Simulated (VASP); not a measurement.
Set up this calculation in VASP 6.6.1, as the native input.

| Quantity | Value |
| --- | --- |
| Task | single point |
| Functional | r2SCAN |
| Potentials or basis | VASP PAW PBE potentials, release 64 (Ge_d) |
| Cutoff | 520 eV |
| k mesh | 11 × 11 × 11 |
| Occupations | fermi-dirac, width 0.1 eV |
| Spin | no spin polarisation |
| Dipole correction | no |
| Further INCAR settings | ALGO = Normal; EDIFF = 1e-06; NBANDS = 21 |

The system is Ge.

```xyz
2
Lattice="-2.4959 2.6509 1.4369 2.4959 -2.6509 1.4369 2.4959 2.6509 -1.4369" Properties=species:S:1:pos:R:3 pbc="T T T"
Ge    2.4959   -1.3254    1.2529
Ge    0.0000    3.9763    0.1841
```

The input as run:

POSCAR

```
Ge
1.0
   -2.4958980000      2.6508630000      1.4369470000
    2.4958980000     -2.6508630000      1.4369470000
    2.4958980000      2.6508630000     -1.4369470000
Ge
2
Direct
    0.1859430000      0.9359430000      0.2500000000
    0.8140570000      0.0640570000      0.7500000000
```

INCAR.step1

```
ALGO = Normal ; EDIFF = 1E-4
ENCUT = 520 ; GGA = PE
ISMEAR = -1 ; LASPH = True
LCHARG = False ; LREAL = False
LWAVE = True ; NBANDS = 21
NELM = 80 ; PREC = Accurate
SIGMA = 0.1
```

INCAR.step2

```
ALGO = Normal ; EDIFF = 1E-6
ENCUT = 520 ; ISIF = 2
ISMEAR = -1 ; ISTART = 1
LASPH = True ; LCHARG = True
LELF = True ; LMIXTAU = True
LREAL = False ; LVHAR = True
LWAVE = False ; METAGGA = R2SCAN
NBANDS = 21 ; NELM = 80
PREC = Accurate ; SIGMA = 0.1
```

KPOINTS

```
k-points
0
Gamma
  11 11 11
```

Potentials or basis: VASP PAW PBE potentials, release 64 (Ge_d).

The run is started by

```bash
$ cat potpaw_PBE.64/Ge_d/POTCAR > POTCAR
$ cp INCAR.step1 INCAR
$ mpirun -np 1 vasp_std > vasp.out
$ cp INCAR.step2 INCAR
$ mpirun -np 1 vasp_std > vasp.out
```

It gave:

```json
{
 "Pressure": "-1.5 GPa",
 "Largest force": "0.082 eV/Å",
 "Band gap on the k mesh": "zero (bands 14 and 15 overlap by 5.48 eV)"
}
```

Caveat: the PAW data sets were made with another functional, which shifts forces and pressure a little.

Wall time 7.7 min on 1 thread of Intel(R) Xeon(R) Platinum 8488C (Sapphire Rapids), with other jobs on the host, peak memory 0.27 GiB.
